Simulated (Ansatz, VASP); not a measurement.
**One calculation of C, two programs**

```
CELL_PARAMETERS angstrom
0.00000 1.78350 1.78350
1.78350 0.00000 1.78350
1.78350 1.78350 0.00000
ATOMIC_POSITIONS crystal
C 0.00000 0.00000 0.00000
C 0.25000 0.25000 0.25000
```

Alike in both runs: task single point; functional PBEsol; k mesh 10 × 10 × 10; non-collinear spin, spin-orbit coupling.

```csv
,VASP,Ansatz
version,VASP 6.6.1,Ansatz 0.2.0
potentials or method,"VASP PAW PBE potentials, release 64 (C), cutoff 600 eV","plane waves, PAW"
occupations,"gaussian, width 0.01 eV",fixed
valence electrons in the cell,8,8
```

```tsv
	VASP	Ansatz	Ansatz less VASP
net moment per atom (μB)	0.00	0.00	0.000
```

VASP's potentials were made for PBE, not for PBEsol, and Ansatz warns of the same on its side.
